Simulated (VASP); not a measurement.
# TiAl3 (I4/mmm) in VASP: a series of runs

TiAl3 is run at these levels: LDA; tasks: single point.

All numbers are computed with VASP 6.6.1; they aren't measurements. Logs are shortened: lines on timing, memory, paths and dates and some standing lists are left out, and cuts for length are marked.

### Step 1. The cell of the first run

It takes space group I4/mmm (No. 139, tetragonal). The conventional cell has a = 3.738 Å, b = 3.738 Å, c = 7.745 Å, α = 90.00°, β = 90.00°, γ = 90.00°. Within 3.5 Å of Ti (site symmetry 4/mmm) lie 12 Al at 2.64 to 2.69 Å. Al (site symmetry 4/mmm) has 4 Ti at 2.64 Å and 8 Al at 2.69 Å within 3.5 Å. Al (site symmetry -4m2) has 8 Al at 2.64 to 2.69 Å and 4 Ti at 2.69 Å within 3.5 Å.

### Step 2. Single point, LDA (volume 13.526 Å^3 an atom, c/a of the conventional cell 2.0721)

INCAR

```
PREC = Accurate
ENCUT = 520
EDIFF = 1E-7
ISMEAR = 0
SIGMA = 0.15
LREAL = False
LASPH = True
NELM = 80
ALGO = Fast
ISIF = 2
LWAVE = False
LCHARG = True
LELF = True
LVHAR = True
NBANDS = 18
```

KPOINTS

```
Automatic mesh
0
Gamma
  16 16 16
```

POSCAR

```
TiAl3
1.0
   -1.8689006889      1.8689006889      3.8725491175
    1.8689006889     -1.8689006889      3.8725491175
    1.8689006889      1.8689006889     -3.8725491175
Ti Al
1 3
Direct
    0.0000000000      0.0000000000      0.0000000000
    0.5000000000      0.5000000000      0.0000000000
    0.7500000000      0.2500000000      0.5000000000
    0.2500000000      0.7500000000      0.5000000000
```

Potentials or basis: VASP PAW LDA potentials, release 64 (Ti_sv, Al).

Launch:

```console
> cat potpaw_LDA.64/Ti_sv/POTCAR potpaw_LDA.64/Al/POTCAR > POTCAR
> mpirun -np 1 vasp_std > vasp.out
```

OUTCAR:

```text
PREC = Accurate
   ENCUT = 520
   EDIFF = 1E-7
   ISMEAR = 0
   LREAL = False
   LASPH = True
   NELM = 80
   ISIF = 2

 ion  position               nearest neighbor table
   1  0.000  0.000  0.000-   2 2.64   2 2.64   2 2.64   2 2.64   3 2.69   3 2.69   4 2.69   4 2.69
                             4 2.69   3 2.69   4 2.69   3 2.69
   2  0.500  0.500  0.000-   1 2.64   1 2.64   1 2.64   1 2.64   4 2.69   4 2.69   3 2.69   3 2.69
                             4 2.69   3 2.69   4 2.69   3 2.69
   3  0.750  0.250  0.500-   4 2.64   4 2.64   4 2.64   4 2.64   2 2.69   2 2.69   1 2.69   1 2.69
                             2 2.69   1 2.69   2 2.69   1 2.69
   4  0.250  0.750  0.500-   3 2.64   3 2.64   3 2.64   3 2.64   1 2.69   1 2.69   2 2.69   2 2.69
                             2 2.69   1 2.69   2 2.69   1 2.69

  LATTYP: Found a body centered tetragonal cell.
 ALAT       =     3.7378013778
 C/A-ratio  =     2.0721000000

  Lattice vectors:

 A1 = (  -1.8689006889,   1.8689006889,   3.8725491175)
 A2 = (   1.8689006889,  -1.8689006889,   3.8725491175)
 A3 = (   1.8689006889,   1.8689006889,  -3.8725491175)

Analysis of symmetry for initial positions (statically):
=====================================================================
 Subroutine PRICEL returns:
 Original cell was already a primitive cell.

 Routine SETGRP: Setting up the symmetry group for a
 body centered tetragonal supercell.

 Subroutine GETGRP returns: Found 16 space group operations
 (whereof 16 operations were pure point group operations)
 out of a pool of 16 trial point group operations.

The static configuration has the point symmetry D_4h.

Analysis of symmetry for dynamics (positions and initial velocities):
=====================================================================
 Subroutine PRICEL returns:
 Original cell was already a primitive cell.

 Routine SETGRP: Setting up the symmetry group for a
 body centered tetragonal supercell.

 Subroutine GETGRP returns: Found 16 space group operations
 (whereof 16 operations were pure point group operations)
 out of a pool of 16 trial point group operations.

The dynamic configuration has the point symmetry D_4h.

 Subroutine INISYM returns: Found 16 space group operations
 (whereof 16 operations are pure point group operations),
 and found     1 'primitive' translations

----------------------------------------------------------------------------------------

                                     Primitive cell

  volume of cell :      54.1040

  direct lattice vectors                    reciprocal lattice vectors
    -1.868900689  1.868900689  3.872549118     0.000000000  0.267536955  0.129113921
     1.868900689 -1.868900689  3.872549118     0.267536955  0.000000000  0.129113921
     1.868900689  1.868900689 -3.872549118     0.267536955  0.267536955  0.000000000

  length of vectors
     4.688519621  4.688519621  4.688519621     0.297063002  0.297063002  0.378354391

  position of ions in fractional coordinates (direct lattice)
     0.000000000  0.000000000  0.000000000
     0.500000000  0.500000000  0.000000000
     0.750000000  0.250000000  0.500000000
     0.250000000  0.750000000  0.500000000

  ion indices of the primitive-cell ions
   primitive index   ion index
                 1           1
                 2           2
                 3           3
                 4           4

----------------------------------------------------------------------------------------

 KPOINTS: Automatic mesh

Automatic generation of k-mesh.
 Grid dimensions read from file:
 generate k-points for:   16   16   16

 Generating k-lattice:

  Cartesian coordinates                     Fractional coordinates (reciprocal lattice)
     0.000000000  0.016721060  0.008069620     0.062500000  0.000000000  0.000000000
     0.016721060  0.000000000  0.008069620     0.000000000  0.062500000  0.000000000
     0.016721060  0.016721060  0.000000000     0.000000000  0.000000000  0.062500000

  Length of vectors
     0.018566438  0.018566438  0.023647149

  Shift w.r.t. Gamma in fractional coordinates (k-lattice)
     0.000000000  0.000000000  0.000000000

 Subroutine IBZKPT returns following result:
 ===========================================

 Found    349 irreducible k-points:

 Following reciprocal coordinates:
            Coordinates               Weight
  0.000000  0.000000  0.000000      1.000000
  0.062500 -0.000000  0.000000      8.000000
  0.125000 -0.000000  0.000000      8.000000
  0.187500 -0.000000  0.000000      8.000000
  0.250000 -0.000000  0.000000      8.000000
  0.312500  0.000000  0.000000      8.000000
[... 16 lines left out ...]
 -0.125000  0.062500 -0.000000     16.000000
 -0.062500  0.062500  0.000000      4.000000
 [... further k-points ...]
   k-points           NKPTS =    349   k-points in BZ     NKDIM =    349   number of bands    NBANDS=     18
   number of dos      NEDOS =    301   number of ions     NIONS =      4
   total plane-waves  NPLWV =  46656
   dimension x,y,z NGX =    36 NGY =   36 NGZ =   36
   dimension x,y,z NGXF=    72 NGYF=   72 NGZF=   72
   ions per type =               1   3
   NGX,Y,Z   is equivalent  to a cutoff of  12.76, 12.76, 12.76 a.u.
   NGXF,Y,Z  is equivalent  to a cutoff of  25.53, 25.53, 25.53 a.u.
 SYSTEM =  unknown system
   PREC   = accura    normal or accurate (medium, high low for compatibility)
   ISTART =      0    job   : 0-new  1-cont  2-samecut
   ICHARG =      2    charge: 1-file 2-atom 10-const
   ISPIN  =      1    spin polarized calculation?
   LNONCOLLINEAR =      F non collinear calculations
   LSORBIT =      F    spin-orbit coupling
   LASPH  =      T    aspherical Exc in radial PAW
   ENCUT  =  520.0 eV  38.22 Ry    6.18 a.u.   8.72  8.72  8.72*2*pi/ulx,y,z
   NELM   =     80;   NELMIN=  2; NELMDL= -5     # of ELM steps
   EDIFF  = 0.1E-06   stopping-criterion for ELM
   LREAL  =      F    real-space projection
   EDIFFG = 0.1E-05   stopping-criterion for IOM
   NSW    =      0    number of steps for IOM
   IBRION =     -1    ionic relax: 0-MD 1-quasi-New 2-CG
   NFREE  =      0    steps in history (QN), initial steepest desc. (CG)
   ISIF   =      2    stress and relaxation
   ISYM   =      2    0-nonsym 1-usesym 2-fastsym
   POTIM  = 0.5000    time-step for ionic-motion
   TEBEG  =    0.0;   TEEND  =   0.0 temperature during run
   PSTRESS=    0.0 pullay stress
   NELECT =      21.0000    total number of electrons
   NUPDOWN=      -1.0000    fix difference up-down
   EMIN   =  10.00;   EMAX   =-10.00  energy-range for DOS
   EFERMI =   0.00;   METHOD = LEGACY
   ISMEAR =     0;   SIGMA  =   0.15  broadening in eV -4-tet -1-fermi 0-gaus
   EFERMI_NEDOS =   21; number of points for ismear=-14 and -15
   IALGO  =     68    algorithm
   IMIX   =      4    mixing-type and parameters
     AMIX     =   0.40;   BMIX     =  1.00
     AMIX_MAG =   1.60;   BMIX_MAG =  1.00
  volume/ion in A,a.u.               =      13.53        91.28
  Fermi-wavevector in a.u.,A,eV,Ry     =   1.194185  2.256682 19.402954  1.426077
  Thomas-Fermi vector in A             =   2.330181
   LORBIT       =      0    0 simple, 1 ext, 2 COOP (PROOUT), +10 PAW based schemes
   GGA     = CA    functional components
   LHFCALC =     F    Hartree Fock is set to
   AEXX    =    0.0000 exact exchange contribution
   IVDW    =     0    specifies the selected vdW correction
   LEPSILON=     F    determine dielectric tensor
   LRPA    =     F    only Hartree local field effects (RPA)
 non-spin polarized calculation
 RMM-DIIS sequential band-by-band and
 Gauss-broadening in eV      SIGMA  =   0.15
  energy-cutoff  :      520.00
  volume of cell :       54.10
 maximum number of plane-waves:      1480
   NGX = 17   NGY = 17   NGZ = 17

 number of electron      21.0000004 magnetization

 Free energy of the ion-electron system (eV)
  ---------------------------------------------------
  ext. energy  EPLUGINS =         0.00000000
  ---------------------------------------------------
  free energy    TOTEN  =       -22.33463739 eV

  energy without entropy =      -22.31123052  energy(sigma->0) =      -22.32293396

 E-fermi :   9.7292     XC(G=0): -11.5897

 val. band max:        9.7253511742   @ k =   0.1250   0.0625   0.0000
 cond. band min:       9.7296622652   @ k =   0.3750   0.1250   0.0625
 fundamental gap:      0.0043110909
 Fermi energy:         9.7291560513

 k-point     1 :       0.0000    0.0000    0.0000
  band No.  band energies     occupation
      1     -45.6427      2.00000
      2     -22.3976      2.00000
      3     -22.3976      2.00000
      4     -22.3067      2.00000
      5      -1.1522      2.00000
      6       7.2739      2.00000
[... 10 lines left out ...]
     17      14.3839      0.00000
     18      14.9540      0.00000

 k-point     2 :       0.0625   -0.0000    0.0000
  band No.  band energies     occupation
      1     -45.6426      2.00000
      2     -22.3993      2.00000
      3     -22.3975      2.00000
      4     -22.3067      2.00000
      5      -1.0988      2.00000
      6       6.9413      2.00000
[... 10 lines left out ...]
     17      14.5991      0.00000
     18      15.0072      0.00000

 k-point     3 :       0.1250   -0.0000    0.0000
  band No.  band energies     occupation
      1     -45.6424      2.00000
      2     -22.4041      2.00000
      3     -22.3973      2.00000
      4     -22.3068      2.00000
      5      -0.9392      2.00000
      6       6.4310      2.00000
[... 10 lines left out ...]
     17      14.8773      0.00000
     18      15.3578      0.00000

 k-point     4 :       0.1875   -0.0000    0.0000
  band No.  band energies     occupation
      1     -45.6420      2.00000
      2     -22.4112      2.00000
      3     -22.3969      2.00000
      4     -22.3068      2.00000
      5      -0.6760      2.00000
      6       5.8344      2.00000
[... 375 lines left out ...]
      4     -22.3064      2.00000
      5      -0.6827      2.00000
      6       6.0727      2.00000
[... 10 lines left out ...]
     17      14.9798      0.00000
     18      15.6999      0.00000

 k-point    23 :      -0.1250    0.0625   -0.0000
  band No.  band energies     occupation
      1     -45.6423      2.00000
      2     -22.4039      2.00000
      3     -22.3989      2.00000
      4     -22.3064      2.00000
      5      -0.9262      2.00000
      6       6.7321      2.00000
[... 10 lines left out ...]
     17      14.8811      0.00000
     18      15.3039      0.00000

 k-point    24 :      -0.0625    0.0625    0.0000
  band No.  band energies     occupation
      1     -45.6425      2.00000
      2     -22.3994      2.00000
      3     -22.3990      2.00000
      4     -22.3066      2.00000
      5      -1.0655      2.00000
      6       7.2532      2.00000
[... 10 lines left out ...]
     17      14.7189      0.00000
     18      14.9564      0.00000

 [... further k-points ...]

------------------------ aborting loop because EDIFF is reached ----------------------------------------

  FORCE on cell =-STRESS in cart. coord.  units (eV):
  Direction    XX          YY          ZZ          XY          YZ          ZX
  --------------------------------------------------------------------------------------
  -------------------------------------------------------------------------------------
  Total        3.8570580      3.8570580      9.5803527      0.0000000     -0.0000000      0.0000000
  in kB      114.2187433    114.2187433    283.7022027      0.0000000     -0.0000000      0.0000000
  external PRESSURE =     170.7132298 kB  Pullay stress =       0.0000000 kB

 VOLUME and BASIS-vectors are now :
 -----------------------------------------------------------------------------
  energy-cutoff  :      520.00
  volume of cell :       54.10
      direct lattice vectors                 reciprocal lattice vectors
    -1.868900689  1.868900689  3.872549118     0.000000000  0.267536955  0.129113921
     1.868900689 -1.868900689  3.872549118     0.267536955  0.000000000  0.129113921
     1.868900689  1.868900689 -3.872549118     0.267536955  0.267536955  0.000000000

 POSITION                                       TOTAL-FORCE (eV/Angst)
 -----------------------------------------------------------------------------------
      0.00000      0.00000      0.00000         0.000000     -0.000000      0.000000
      0.00000      0.00000      3.87255         0.000000     -0.000000      0.000000
      0.00000      1.86890      1.93627         0.000000      0.000000      0.000000
      1.86890      0.00000      1.93627        -0.000000     -0.000000     -0.000000
 -----------------------------------------------------------------------------------
    total drift:                               -0.000000      0.000000      0.000000

  FREE ENERGIE OF THE ION-ELECTRON SYSTEM (eV)
  ---------------------------------------------------
  free  energy   TOTEN  =       -22.3346373922 eV

  energy  without entropy=      -22.3112305235  energy(sigma->0) =      -22.32293396
```

Run time: 9.3 min. Hardware: 1 thread of Intel Xeon 6975P-C (Granite Rapids), shared host; peak memory 0.43 GiB.

Results:

| Property | Result |
| --- | --- |
| Free energy | -22.3346 eV |
| Pressure | 17.1 GPa |

Stress tensor (GPa, compression positive):
```
11.42  0.00  0.00
 0.00 11.42  0.00
 0.00  0.00 28.37
```

Levels at points of the mesh, in eV from the Fermi level:
```csv
k point,band 8,band 9,band 10,band 11,band 12,band 13,band 14,band 15
"(0.00, 0.00, 0.00)",-1.90,-1.70,-1.70,0.76,1.66,1.66,2.34,2.97
"(0.50, 0.00, 0.00)",-2.54,-1.49,-0.17,0.38,1.87,1.91,2.98,3.21
"(0.50, 0.50, 0.00)",-4.06,-2.95,-2.09,-0.95,1.84,2.03,3.47,3.60
"(0.50, 0.50, 0.50)",-1.33,-1.33,-0.35,0.66,0.66,1.01,3.48,5.80
```

### Step 3. Single point, LDA (volume 13.526 Å^3 an atom, c/a of the conventional cell 2.3059)

INCAR

```
SYSTEM = TiAl3
PREC = Accurate
ENCUT = 520
EDIFF = 1E-6
ISMEAR = 0
SIGMA = 0.15
LREAL = .False.
LASPH = .True.
NELM = 100
ALGO = Fast
ISIF = 2
LWAVE = .False.
LCHARG = .False.
GGA = CA
NBANDS = 18
```

KPOINTS

```
Automatic mesh
0
Gamma
  16 16 16
  0 0 0
```

POSCAR

```
TiAl3
1.0
   -1.8034729713      1.8034729713      4.1586283246
    1.8034729713     -1.8034729713      4.1586283246
    1.8034729713      1.8034729713     -4.1586283246
Ti Al
1 3
Direct
    0.0000000000      0.0000000000      0.0000000000
    0.5000000000      0.5000000000      0.0000000000
    0.7500000000      0.2500000000      0.5000000000
    0.2500000000      0.7500000000      0.5000000000
```

Potentials or basis: VASP PAW LDA potentials, release 64 (Ti_sv, Al).

Launch:

```console
> cat potpaw_LDA.64/Ti_sv/POTCAR potpaw_LDA.64/Al/POTCAR > POTCAR
> mpirun -np 1 vasp_std > vasp.out
```

Wall time 5.3 min (1 thread of Intel Xeon 6975P-C (Granite Rapids), shared host); peak memory 0.42 GiB.

Results (log left out):

- Free energy: -22.4637 eV
- Pressure: 17.0 GPa

Stress tensor (GPa, compression positive):
```
19.57  0.00  0.00
 0.00 19.57  0.00
 0.00  0.00 11.77
```

Levels at points of the mesh, in eV from the Fermi level:
```csv
k point,band 7,band 8,band 9,band 10,band 11,band 12,band 13,band 14,band 15,band 16
"(0.00, 0.00, 0.00)",-2.99,-1.68,-1.26,-1.26,1.01,2.30,2.30,2.34,3.55,4.43
"(0.50, 0.00, 0.00)",-3.98,-3.01,-1.07,-0.46,0.63,2.26,2.52,3.17,3.60,5.23
"(0.50, 0.50, 0.00)",-4.57,-4.11,-2.65,-2.35,-1.24,2.24,2.39,2.82,3.28,3.64
"(0.50, 0.50, 0.50)",-2.17,-0.64,-0.64,-0.33,0.77,0.77,1.14,3.28,6.10,6.38
```

### Step 4. Single point, LDA (volume 13.526 Å^3 an atom, c/a of the conventional cell 2.1859)

INCAR

```
PREC = Accurate
ENCUT = 520
EDIFF = 1E-6
ISMEAR = 0
SIGMA = 0.15
LREAL = False
LASPH = True
NELM = 60
ALGO = Fast
ISIF = 2
LWAVE = False
LCHARG = True
GGA = CA
LELF = True
LVHAR = True
NBANDS = 18
```

KPOINTS

```
regular mesh
0
Gamma
  16 16 16
```

POSCAR

```
TiAl3
1.0
   -1.8358887659      1.8358887659      4.0130692535
    1.8358887659     -1.8358887659      4.0130692535
    1.8358887659      1.8358887659     -4.0130692535
Ti Al
1 3
Direct
    0.0000000000      0.0000000000      0.0000000000
    0.5000000000      0.5000000000      0.0000000000
    0.7500000000      0.2500000000      0.5000000000
    0.2500000000      0.7500000000      0.5000000000
```

Launch:

```console
> cat potpaw_LDA.64/Ti_sv/POTCAR potpaw_LDA.64/Al/POTCAR > POTCAR
> mpirun -np 1 vasp_std > vasp.out
```

It took 5.9 min on 1 thread of Intel Xeon 6975P-C (Granite Rapids), shared host; peak memory 0.43 GiB.

The run converged. Its results:

| Property | Result |
| --- | --- |
| Free energy | -22.4740 eV |
| Pressure | 16.8 GPa |

Stress tensor (GPa, compression positive):
```
14.87  0.00  0.00
 0.00 14.87  0.00
 0.00  0.00 20.64
```

Levels at points of the mesh, in eV from the Fermi level:
```
           k point  band 8  band 9  band 10  band 11  band 12  band 13  band 14  band 15
(0.00, 0.00, 0.00)   -1.77   -1.47    -1.47     0.90     1.98     1.98     2.35     3.26
(0.50, 0.00, 0.00)   -2.77   -1.26    -0.29     0.51     2.08     2.23     3.20     3.37
(0.50, 0.50, 0.00)   -4.07   -2.79    -2.21    -1.09     2.07     2.22     3.20     3.41
(0.50, 0.50, 0.50)   -0.97   -0.97    -0.30     0.72     0.72     1.09     3.42     5.97
```

### Step 5. The runs side by side

```csv
cell,further INCAR settings,gap on the mesh (eV),pressure (GPa)
"a = 4.689 Å, angles 133.0, 133.0, 68.6°, 4 atoms",ALGO = Fast; EDIFF = 1e-07; NBANDS = 18,none,17.1
"a = 4.878 Å, angles 136.6, 136.6, 63.0°, 4 atoms",ALGO = Fast; EDIFF = 1e-06; NBANDS = 18,none,17.0
"a = 4.780 Å, angles 134.8, 134.8, 65.8°, 4 atoms",ALGO = Fast; EDIFF = 1e-06; NBANDS = 18,none,16.8
```

Alike in all rows: task single point; level LDA; potentials or basis VASP PAW LDA potentials, release 64 (Ti_sv, Al); no spin polarisation; k mesh 16 × 16 × 16; cutoff (eV) 520; smearing gaussian 0.15 eV.

Total energies depend on the potentials used, so only differences within one code and one set of settings carry meaning.
